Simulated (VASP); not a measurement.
A run of VASP 6.6.1 is set up as follows.

File INCAR:

```
PREC = Accurate
ENCUT = 520
EDIFF = 1E-6
ISMEAR = 0
SIGMA = 0.1
LREAL = F
LASPH = T
NELM = 80
ALGO = Normal
ISIF = 2
LWAVE = F
LCHARG = T
LDIPOL = T
IDIPOL = 3
DIPOL = 0.5 0.5 0.339
GGA = PE
LELF = T
LVHAR = T
LVACPOTAV = T
NBANDS = 53
```

The input KPOINTS:

```
regular mesh
0
Gamma
  6 6 1
```

File POSCAR:

```
Mo6C
1.0
    4.4695765307      0.0000000000      0.0000000000
   -2.2347882654      3.8707668198      0.0000000000
    0.0000000000      0.0000000000     19.7595667302
Mo C
6 1
Direct
    0.6666666667      0.3333333333      0.2024335885
    0.3333333333      0.6666666667      0.2486060831
    0.0000000000      0.0000000000      0.2947785778
    0.6666666667      0.3333333333      0.3368821123
    0.3333333333      0.6666666667      0.3779725567
    0.0000000000      0.0000000000      0.4180034331
    0.0000000000      0.2222222222      0.4921371994
```

Potentials or basis: VASP PAW PBE potentials, release 64 (Mo_sv, C).

The run is started by

```console
$ cat potpaw_PBE.64/Mo_sv/POTCAR potpaw_PBE.64/C/POTCAR > POTCAR
$ mpirun -np 1 vasp_std > vasp.out
```

(1) What does it give for the band gap on the k mesh?

(2) Estimate the largest force.

Answers

(1) zero (bands 44 and 45 overlap by 0.02 eV).

(2) 3.221 eV/Å.
